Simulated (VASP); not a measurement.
# SrTe (Fm-3m) in VASP: notebook

The runs below take SrTe through single point, relaxation of cell and atoms, with PBEsol.

All numbers are computed with VASP 6.6.1; they aren't measurements. Logs are shortened: lines on timing, memory, paths and dates and some standing lists are left out, and cuts for length are marked.

## (1) The cell of the first run

Symmetry: Fm-3m, No. 225, cubic system. The conventional cell has a = 6.608 Å, b = 6.608 Å, c = 6.608 Å, α = 90.00°, β = 90.00°, γ = 90.00°. Within 4.3 Å of Sr (site symmetry m-3m) lie 6 Te at 3.30 Å. Within 4.3 Å of Te (site symmetry m-3m) lie 6 Sr at 3.30 Å.

## (2) Single point, PBEsol

File INCAR:

```
  PREC = Accurate
  ENCUT = 500
  EDIFF = 1E-6
  ISMEAR = -1
  SIGMA = 0.03
  LREAL = False
  LASPH = True
  NELM = 120
  ALGO = Normal
  ISIF = 2
  LWAVE = False
  LCHARG = True
  GGA = PS
  LELF = True
  LVHAR = True
  NBANDS = 15
  GGA_COMPAT = False
```

File KPOINTS:

```
Automatic mesh
0
Gamma
  6 6 6
```

File POSCAR:

```
SrTe
1.0
    0.0000000000      3.3039262082      3.3039262082
    3.3039262082      0.0000000000      3.3039262082
    3.3039262082      3.3039262082      0.0000000000
Sr Te
1 1
Direct
    0.0000000000      0.0000000000      0.0000000000
    0.5000000000      0.5000000000      0.5000000000
```

Potentials or basis: VASP PAW PBE potentials, release 64 (Sr_sv, Te).

Launch:

```console
$ cat potpaw_PBE.64/Sr_sv/POTCAR potpaw_PBE.64/Te/POTCAR > POTCAR
$ mpirun -np 1 vasp_std > vasp.out
```

OUTCAR:

```text
PREC = Accurate
   ENCUT = 500
   EDIFF = 1E-6
   ISMEAR = -1
   LREAL = False
   LASPH = True
   NELM = 120
   ISIF = 2
   GGA = PS

 ion  position               nearest neighbor table
   1  0.000  0.000  0.000-   2 3.30   2 3.30   2 3.30   2 3.30   2 3.30   2 3.30
   2  0.500  0.500  0.500-   1 3.30   1 3.30   1 3.30   1 3.30   1 3.30   1 3.30

  LATTYP: Found a face centered cubic cell.
 ALAT       =     6.6078524164

  Lattice vectors:

 A1 = (   0.0000000000,   3.3039262082,   3.3039262082)
 A2 = (   3.3039262082,   0.0000000000,   3.3039262082)
 A3 = (   3.3039262082,   3.3039262082,   0.0000000000)

Analysis of symmetry for initial positions (statically):
=====================================================================
 Subroutine PRICEL returns:
 Original cell was already a primitive cell.

 Routine SETGRP: Setting up the symmetry group for a
 face centered cubic supercell.

 Subroutine GETGRP returns: Found 48 space group operations
 (whereof 48 operations were pure point group operations)
 out of a pool of 48 trial point group operations.

The static configuration has the point symmetry O_h .

Analysis of symmetry for dynamics (positions and initial velocities):
=====================================================================
 Subroutine PRICEL returns:
 Original cell was already a primitive cell.

 Routine SETGRP: Setting up the symmetry group for a
 face centered cubic supercell.

 Subroutine GETGRP returns: Found 48 space group operations
 (whereof 48 operations were pure point group operations)
 out of a pool of 48 trial point group operations.

The dynamic configuration has the point symmetry O_h .

 Subroutine INISYM returns: Found 48 space group operations
 (whereof 48 operations are pure point group operations),
 and found     1 'primitive' translations

----------------------------------------------------------------------------------------

                                     Primitive cell

  volume of cell :      72.1308

  direct lattice vectors                    reciprocal lattice vectors
     0.000000000  3.303926208  3.303926208    -0.151335099  0.151335099  0.151335099
     3.303926208  0.000000000  3.303926208     0.151335099 -0.151335099  0.151335099
     3.303926208  3.303926208  0.000000000     0.151335099  0.151335099 -0.151335099

  length of vectors
     4.672457253  4.672457253  4.672457253     0.262120081  0.262120081  0.262120081

  position of ions in fractional coordinates (direct lattice)
     0.000000000  0.000000000  0.000000000
     0.500000000  0.500000000  0.500000000

  ion indices of the primitive-cell ions
   primitive index   ion index
                 1           1
                 2           2

----------------------------------------------------------------------------------------

 KPOINTS: Automatic mesh

Automatic generation of k-mesh.
 Grid dimensions read from file:
 generate k-points for:    6    6    6

 Generating k-lattice:

  Cartesian coordinates                     Fractional coordinates (reciprocal lattice)
    -0.025222517  0.025222517  0.025222517     0.166666667  0.000000000  0.000000000
     0.025222517 -0.025222517  0.025222517     0.000000000  0.166666667  0.000000000
     0.025222517  0.025222517 -0.025222517     0.000000000  0.000000000  0.166666667

  Length of vectors
     0.043686680  0.043686680  0.043686680

  Shift w.r.t. Gamma in fractional coordinates (k-lattice)
     0.000000000  0.000000000  0.000000000

 Subroutine IBZKPT returns following result:
 ===========================================

 Found     16 irreducible k-points:

 Following reciprocal coordinates:
            Coordinates               Weight
  0.000000  0.000000  0.000000      1.000000
  0.166667  0.000000  0.000000      8.000000
  0.333333  0.000000  0.000000      8.000000
  0.500000  0.000000  0.000000      4.000000
  0.166667  0.166667  0.000000      6.000000
  0.333333  0.166667  0.000000     24.000000
[... 8 lines left out ...]
 -0.333333  0.333333  0.166667     24.000000
 -0.333333  0.500000  0.166667     12.000000
   k-points           NKPTS =     16   k-points in BZ     NKDIM =     16   number of bands    NBANDS=     15
   number of dos      NEDOS =    301   number of ions     NIONS =      2
   total plane-waves  NPLWV =  46656
   dimension x,y,z NGX =    36 NGY =   36 NGZ =   36
   dimension x,y,z NGXF=    72 NGYF=   72 NGZF=   72
   ions per type =               1   1
   NGX,Y,Z   is equivalent  to a cutoff of  12.81, 12.81, 12.81 a.u.
   NGXF,Y,Z  is equivalent  to a cutoff of  25.62, 25.62, 25.62 a.u.
 SYSTEM =  unknown system
   PREC   = accura    normal or accurate (medium, high low for compatibility)
   ISTART =      0    job   : 0-new  1-cont  2-samecut
   ICHARG =      2    charge: 1-file 2-atom 10-const
   ISPIN  =      1    spin polarized calculation?
   LNONCOLLINEAR =      F non collinear calculations
   LSORBIT =      F    spin-orbit coupling
   LASPH  =      T    aspherical Exc in radial PAW
   ENCUT  =  500.0 eV  36.75 Ry    6.06 a.u.   8.52  8.52  8.52*2*pi/ulx,y,z
   NELM   =    120;   NELMIN=  2; NELMDL= -5     # of ELM steps
   EDIFF  = 0.1E-05   stopping-criterion for ELM
   LREAL  =      F    real-space projection
   EDIFFG = 0.1E-04   stopping-criterion for IOM
   NSW    =      0    number of steps for IOM
   IBRION =     -1    ionic relax: 0-MD 1-quasi-New 2-CG
   NFREE  =      0    steps in history (QN), initial steepest desc. (CG)
   ISIF   =      2    stress and relaxation
   ISYM   =      2    0-nonsym 1-usesym 2-fastsym
   POTIM  = 0.5000    time-step for ionic-motion
   TEBEG  =    0.0;   TEEND  =   0.0 temperature during run
   PSTRESS=    0.0 pullay stress
   NELECT =      16.0000    total number of electrons
   NUPDOWN=      -1.0000    fix difference up-down
   EMIN   =  10.00;   EMAX   =-10.00  energy-range for DOS
   EFERMI =   0.00;   METHOD = LEGACY
   ISMEAR =    -1;   SIGMA  =   0.03  broadening in eV -4-tet -1-fermi 0-gaus
   EFERMI_NEDOS =   21; number of points for ismear=-14 and -15
   IALGO  =     38    algorithm
   IMIX   =      4    mixing-type and parameters
     AMIX     =   0.40;   BMIX     =  1.00
     AMIX_MAG =   1.60;   BMIX_MAG =  1.00
  volume/ion in A,a.u.               =      36.07       243.38
  Fermi-wavevector in a.u.,A,eV,Ry     =   0.991002  1.872722 13.362074  0.982085
  Thomas-Fermi vector in A             =   2.122712
   LORBIT       =      0    0 simple, 1 ext, 2 COOP (PROOUT), +10 PAW based schemes
   GGA     = PS    functional components
   LHFCALC =     F    Hartree Fock is set to
   AEXX    =    0.0000 exact exchange contribution
   IVDW    =     0    specifies the selected vdW correction
   LEPSILON=     F    determine dielectric tensor
   LRPA    =     F    only Hartree local field effects (RPA)
 non-spin polarized calculation
  energy-cutoff  :      500.00
  volume of cell :       72.13
 maximum number of plane-waves:      1853
 NGX is ok and might be reduce to    36
   NGX = 17   NGY = 17   NGZ = 17

 number of electron      16.0000000 magnetization

 Free energy of the ion-electron system (eV)
  ---------------------------------------------------
  ext. energy  EPLUGINS =         0.00000000
  ---------------------------------------------------
  free energy    TOTEN  =        -8.83290194 eV

  energy without entropy =       -8.83290194  energy(sigma->0) =       -8.83290194

 E-fermi :   3.6263     XC(G=0):  -8.7725

 val. band max:        2.9120216659   @ k =   0.0000   0.0000   0.0000
 cond. band min:       4.4529311660   @ k =   0.5000   0.5000   0.0000
 fundamental gap:      1.5409095001
 Fermi energy:         3.6263057356

 k-point     1 :       0.0000    0.0000    0.0000
  band No.  band energies     occupation
      1     -31.6080      2.00000
      2     -13.6267      2.00000
      3     -13.6267      2.00000
      4     -13.6267      2.00000
      5      -7.1822      2.00000
      6       2.9120      2.00000
      7       2.9120      2.00000
      8       2.9120      2.00000
      9       5.7196      0.00000
     10       6.0953      0.00000
     11       6.0953      0.00000
     12       6.0953      0.00000
     13       6.7995      0.00000
     14       6.7995      0.00000
     15      10.2647      0.00000

 k-point     2 :       0.1667    0.0000    0.0000
  band No.  band energies     occupation
      1     -31.6067      2.00000
      2     -13.6652      2.00000
      3     -13.6282      2.00000
      4     -13.6282      2.00000
      5      -7.0218      2.00000
      6       1.8208      2.00000
      7       2.5209      2.00000
      8       2.5209      2.00000
      9       5.9753      0.00000
     10       6.4630      0.00000
     11       6.4630      0.00000
     12       7.1397      0.00000
     13       7.5454      0.00000
     14       7.5454      0.00000
     15      11.1593      0.00000

 k-point     3 :       0.3333    0.0000    0.0000
  band No.  band energies     occupation
      1     -31.6041      2.00000
      2     -13.7395      2.00000
      3     -13.6314      2.00000
      4     -13.6314      2.00000
      5      -6.6754      2.00000
      6       0.4776      2.00000
      7       1.9591      2.00000
      8       1.9591      2.00000
      9       6.2312      0.00000
     10       7.3684      0.00000
     11       7.3684      0.00000
     12       8.5871      0.00000
     13       9.1327      0.00000
     14       9.1327      0.00000
     15      11.0575      0.00000
[... 199 lines left out ...]
 k-point    15 :      -0.3333    0.3333    0.1667
  band No.  band energies     occupation
      1     -31.6015      2.00000
      2     -13.7270      2.00000
      3     -13.6803      2.00000
      4     -13.6546      2.00000
      5      -6.5639      2.00000
      6       0.6700      2.00000
      7       1.3643      2.00000
      8       1.6793      2.00000
      9       6.8073      0.00000
     10       6.8137      0.00000
     11       8.0882      0.00000
     12       8.7361      0.00000
     13       8.8797      0.00000
     14       9.9595      0.00000
     15      11.3136      0.00000

 k-point    16 :      -0.3333    0.5000    0.1667
  band No.  band energies     occupation
      1     -31.6011      2.00000
      2     -13.7107      2.00000
      3     -13.6811      2.00000
      4     -13.6742      2.00000
      5      -6.6196      2.00000
      6       1.0289      2.00000
      7       1.4945      2.00000
      8       1.5877      2.00000
      9       5.6779      0.00000
     10       7.3052      0.00000
     11       7.9110      0.00000
     12       8.6648      0.00000
     13       9.1163      0.00000
     14       9.4108      0.00000
     15      11.4654      0.00000

------------------------ aborting loop because EDIFF is reached ----------------------------------------

  FORCE on cell =-STRESS in cart. coord.  units (eV):
  Direction    XX          YY          ZZ          XY          YZ          ZX
  --------------------------------------------------------------------------------------
  -------------------------------------------------------------------------------------
  Total        0.0541089      0.0541089      0.0541089      0.0000000      0.0000000     -0.0000000
  in kB        1.2018717      1.2018717      1.2018717      0.0000000      0.0000000     -0.0000000
  external PRESSURE =       1.2018717 kB  Pullay stress =       0.0000000 kB

 VOLUME and BASIS-vectors are now :
 -----------------------------------------------------------------------------
  energy-cutoff  :      500.00
  volume of cell :       72.13
      direct lattice vectors                 reciprocal lattice vectors
     0.000000000  3.303926208  3.303926208    -0.151335099  0.151335099  0.151335099
     3.303926208  0.000000000  3.303926208     0.151335099 -0.151335099  0.151335099
     3.303926208  3.303926208  0.000000000     0.151335099  0.151335099 -0.151335099

 POSITION                                       TOTAL-FORCE (eV/Angst)
 -----------------------------------------------------------------------------------
      0.00000      0.00000      0.00000        -0.000000      0.000000      0.000000
      3.30393      3.30393      3.30393         0.000000      0.000000     -0.000000
 -----------------------------------------------------------------------------------
    total drift:                                0.000000      0.000000      0.000000

  FREE ENERGIE OF THE ION-ELECTRON SYSTEM (eV)
  ---------------------------------------------------
  free  energy   TOTEN  =        -8.8329019415 eV

  energy  without entropy=       -8.8329019415  energy(sigma->0) =       -8.83290194
```

Run time: 25 s. Hardware: 1 thread of Intel Xeon 8259CL, shared host; peak memory 0.21 GiB.

Results:

- Free energy: -8.8329 eV
- Pressure: 0.1 GPa
- Band gap on the k mesh: 1.54 eV (least direct gap 2.31 eV)

Caveat: the PAW data sets were made with another functional, which shifts forces and pressure a little; spin-orbit coupling is left out, which moves the levels of the heavy elements.

## (3) Relaxation of cell and atoms, PBEsol

This run uses another cell than the first one, of 41.15 Å³/atom.

File INCAR:

```
SYSTEM = SrTe
PREC = Accurate
ENCUT = 500
EDIFF = 1E-7
ISMEAR = -1
SIGMA = 0.03
LREAL = .FALSE.
LASPH = .TRUE.
NELM = 120
ALGO = Normal
ISIF = 3
LWAVE = .FALSE.
LCHARG = .FALSE.
GGA = PS
IBRION = 2
NSW = 100
EDIFFG = -0.01
GGA_COMPAT = .FALSE.
NELMIN = 4
```

File KPOINTS:

```
regular mesh
0
G
  6 6 6
  0 0 0
```

File POSCAR:

```
SrTe
1.0
    0.0000000000      3.4523550000      3.4523550000
    3.4523550000      0.0000000000      3.4523550000
    3.4523550000      3.4523550000      0.0000000000
Sr Te
1 1
Direct
    0.0000000000      0.0000000000      0.0000000000
    0.5000000000      0.5000000000      0.5000000000
```

Potentials or basis: VASP PAW PBE potentials, release 64 (Sr_sv, Te).

Launch:

```console
$ cat potpaw_PBE.64/Sr_sv/POTCAR potpaw_PBE.64/Te/POTCAR > POTCAR
$ mpirun -np 1 vasp_std > vasp.out
```

OUTCAR:

```text
SYSTEM = SrTe
   PREC = Accurate
   ENCUT = 500
   EDIFF = 1E-7
   ISMEAR = -1
   LREAL = .FALSE.
   LASPH = .TRUE.
   NELM = 120
   ISIF = 3
   GGA = PS
   IBRION = 2
   NSW = 100
   EDIFFG = -0.01
   NELMIN = 4

 ion  position               nearest neighbor table
   1  0.000  0.000  0.000-   2 3.45   2 3.45   2 3.45   2 3.45   2 3.45   2 3.45
   2  0.500  0.500  0.500-   1 3.45   1 3.45   1 3.45   1 3.45   1 3.45   1 3.45

  LATTYP: Found a face centered cubic cell.
 ALAT       =     6.9047100000

  Lattice vectors:

 A1 = (   0.0000000000,   3.4523550000,   3.4523550000)
 A2 = (   3.4523550000,   0.0000000000,   3.4523550000)
 A3 = (   3.4523550000,   3.4523550000,   0.0000000000)

Analysis of symmetry for initial positions (statically):
[... 172 lines left out ...]
  Total       -1.7873877     -1.7873877     -1.7873877      0.0000000     -0.0000000      0.0000000
  in kB      -34.7978971    -34.7978971    -34.7978971      0.0000000     -0.0000000      0.0000000
  external PRESSURE =     -34.7978971 kB  Pullay stress =       0.0000000 kB
[... 59 lines left out ...]
--------------------------------------- Ionic step        3  -------------------------------------------

 number of electron      16.0000000 magnetization

 Free energy of the ion-electron system (eV)
  ---------------------------------------------------
  ext. energy  EPLUGINS =         0.00000000
  ---------------------------------------------------
  free energy    TOTEN  =        -8.83339863 eV

  energy without entropy =       -8.83339863  energy(sigma->0) =       -8.83339863

 E-fermi :   3.4905     XC(G=0):  -8.7578

 val. band max:        2.8852273354   @ k =   0.0000   0.0000   0.0000
 cond. band min:       4.4366839356   @ k =   0.5000   0.5000   0.0000
 fundamental gap:      1.5514566002
 Fermi energy:         3.4905076024

 k-point     1 :       0.0000    0.0000    0.0000
  band No.  band energies     occupation
      1     -31.6426      2.00000
      2     -13.6602      2.00000
      3     -13.6602      2.00000
      4     -13.6602      2.00000
      5      -7.1974      2.00000
      6       2.8852      2.00000
      7       2.8852      2.00000
      8       2.8852      2.00000
      9       5.6771      0.00000
     10       6.0731      0.00000
     11       6.0731      0.00000
     12       6.0731      0.00000
[... 252 lines left out ...]
  FREE ENERGIE OF THE ION-ELECTRON SYSTEM (eV)
  ---------------------------------------------------
  free  energy   TOTEN  =        -8.8333986334 eV

  energy  without entropy=       -8.8333986334  energy(sigma->0) =       -8.83339863

 reached required accuracy - stopping structural energy minimisation
```

Wall time 68 s (1 thread of Intel Xeon 8259CL, shared host); peak memory 0.22 GiB.

What came out:

```
Free energy                           : -8.8334 eV
Relaxed volume                        : 36.19 Å³/atom
Relaxed cell                          : a = 4.678 Å, b = 4.678 Å, c = 4.678 Å, α = 60.00°, β = 60.00°, γ = 60.00°
Space group after relaxing (to 0.1 Å) : Fm-3m (No. 225)
Energy gained by relaxing             : 60.1 meV/atom
Ionic steps                           : 3
Pressure after relaxing               : 0.0 GPa
Band gap on the k mesh                : 1.55 eV (least direct gap 2.32 eV)
```

The path:
| step | energy change (eV) | largest force (eV/Å) | pressure (GPa) | volume (Å³) |
| --- | --- | --- | --- | --- |
| 1 | 0.0000 | 0.0000 | -3.48 | 82.30 |
| 2 | -0.1201 | 0.0000 | 0.15 | 72.10 |
| 3 | -0.1202 | 0.0000 | 0.00 | 72.39 |

Final structure:
```
CELL_PARAMETERS angstrom
0.00000 3.30788 3.30788
3.30788 0.00000 3.30788
3.30788 3.30788 0.00000
ATOMIC_POSITIONS crystal
Sr 0.00000 0.00000 0.00000
Te 0.50000 0.50000 0.50000
```

Levels at points of the mesh, in eV from the valence-band top:
```
           k point  band 5  band 6  band 7  band 8  band 9  band 10  band 11  band 12
(0.00, 0.00, 0.00)  -10.08    0.00    0.00    0.00    2.79     3.19     3.19     3.19
(0.50, 0.00, 0.00)   -9.39   -2.96   -1.17   -1.17    3.78     5.14     5.33     5.33
(0.50, 0.50, 0.00)   -9.61   -2.05   -0.77   -0.77    1.55     3.86     4.83     6.18
```

Caveat: the PAW data sets were made with another functional, which shifts forces and pressure a little; spin-orbit coupling is left out, which moves the levels of the heavy elements.
